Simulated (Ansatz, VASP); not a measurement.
## Sn3Te: VASP beside Ansatz

```
Sn Te
1.0
    -3.10488    3.10311    3.15647
     3.10286   -3.10322    3.15370
     6.24128    6.24007   -0.00225
Sn Te
6 2
Direct
  0.75019 0.25037 0.24994
  0.25011 0.75026 0.74994
  0.25036 0.75020 0.25014
  0.75025 0.25010 0.75011
  0.99905 0.99927 0.49993
  0.49905 0.49926 0.99991
  0.50062 0.50038 0.50002
  0.00036 0.00016 0.00001
```

Change from the starting cell: cell x2, atoms moved at random (sigma 0.15 Å) and cell strained at random (1.5 %), then relaxed without symmetry.

Alike in both runs: functional PBE; k mesh 4 × 4 × 4; occupations gaussian, width 0.2 eV; no spin polarisation.

Ansatz relaxed the structure, and its values are those at the end. VASP's run is a single point on that final structure, the one shown.

```csv
,VASP,Ansatz
version,VASP 6.6.1,Ansatz 0.2.0
potentials or method,"VASP PAW PBE potentials, release 64 (Sn_d, Te), cutoff 520 eV","scalar-relativistic, plane waves, PAW"
valence electrons in the cell,96,116
```

|  | VASP | Ansatz | Ansatz less VASP |
| --- | --- | --- | --- |
| gap on the k mesh at the Fermi level (eV) | none | none | - |
| pressure (GPa) | 0.0 | 0.0 | +0.04 |

A gap of «none» marks a metal or a gap that the smearing closes. VASP's potentials hold 96 valence electrons a cell and Ansatz's 116, so a difference there can come from the potentials and not from the codes.

Neither program's run includes spin-orbit coupling.
